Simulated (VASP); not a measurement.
## Si2B3: single point with PBE

Crystal: Si2B3.

```
Si B
1.0
     0.00000   -3.13710    0.00000
    -3.04032    1.56855   -0.01764
     1.76118    0.00000  -11.07128
Si B
4 6
Direct
  0.93274 0.86549 0.83489
  0.93274 0.86549 0.33489
  0.11338 0.22676 0.60599
  0.11338 0.22676 0.10599
  0.78835 0.57669 0.52509
  0.78835 0.57669 0.02509
  0.24168 0.48335 0.94109
  0.24168 0.48335 0.44109
  0.25485 0.50970 0.78045
  0.25485 0.50970 0.28045
```

```yaml
Program: VASP 6.6.1
Task: single point
Functional: PBE
Potentials_or_basis: VASP PAW PBE potentials, release 64 (Si, B)
Cutoff: 500 eV
k_mesh: 8 × 8 × 2
Occupations: gaussian, width 0.2 eV
Spin: no spin polarisation
```

```json
{"Pressure": "0.1 GPa", "Largest force": "0.073 eV/Å", "Band gap on the k mesh": "zero (band 17 reaches 8.85 eV, above the bottom of band 18 at 6.98 eV)"}
```

Forces in eV/Å, atoms in the order of the input:
```
Si  -0.065  0.000 -0.034
Si  -0.065  0.000 -0.034
Si   0.021  0.000  0.021
Si   0.021  0.000  0.021
B   -0.042  0.000 -0.009
B   -0.042  0.000 -0.009
B    0.068  0.000 -0.015
B    0.068  0.000 -0.015
B    0.019  0.000  0.037
B    0.019  0.000  0.037
```

Stress tensor (GPa, compression positive):
```
 0.33  0.00 -0.26
 0.00 -0.17  0.00
-0.26  0.00  0.01
```

Levels at points of the mesh, in eV from the Fermi level:
```tsv
k point	band 15	band 16	band 17	band 18	band 19	band 20
(0.00, 0.00, 0.00)	-0.03	0.42	0.50	0.56	2.48	3.08
(0.50, 0.00, 0.00)	-2.82	-2.01	-0.85	-0.70	0.47	1.37
(0.00, 0.50, 0.00)	-1.38	-0.74	-0.44	0.55	1.75	1.82
(0.00, 0.00, 0.50)	0.25	0.25	0.54	0.54	3.19	3.19
(0.50, 0.00, 0.50)	-2.80	-2.80	-0.78	-0.78	1.41	1.41
(0.00, 0.50, 0.50)	-0.94	-0.94	-0.79	-0.79	1.90	1.90
```

It took 51 s on 1 thread of Intel(R) Xeon(R) 6975P-C (Granite Rapids) (shared host), peak memory 0.26 GiB.
